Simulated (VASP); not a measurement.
# SnTe: single point with LDA

SnTe:

```
CELL_PARAMETERS angstrom
0.00000 3.15085 3.15085
3.15085 0.00000 3.15085
3.15085 3.15085 0.00000
ATOMIC_POSITIONS crystal
Te 0.50000 0.50000 0.50000
Sn 0.00000 0.00000 0.00000
```

```
Program             : VASP 6.6.1
Task                : single point
Functional          : LDA
Potentials or basis : VASP PAW LDA potentials, release 64 (Te, Sn_d)
Cutoff              : 520 eV
k mesh              : 7 × 7 × 7
Occupations         : fermi-dirac, width 0.05 eV
Spin                : no spin polarisation
```

```json
{
 "Pressure": "-1.5 GPa"
}
```

Levels at points of the mesh, in eV from the Fermi level:
```tsv
k point	band 7	band 8	band 9	band 10	band 11	band 12	band 13	band 14
(0.00, 0.00, 0.00)	-4.82	-2.15	-2.15	-2.15	3.26	3.26	3.26	4.75
```

Run time: 13 s on 1 thread of Intel(R) Xeon(R) 6975P-C (Granite Rapids) (shared host), peak memory 0.17 GiB.

Caveat: this odd mesh misses L, where the gap lies, so gap, dielectric constants and Born charges aren't listed; spin-orbit coupling is left out, which moves the levels of the heavy elements.
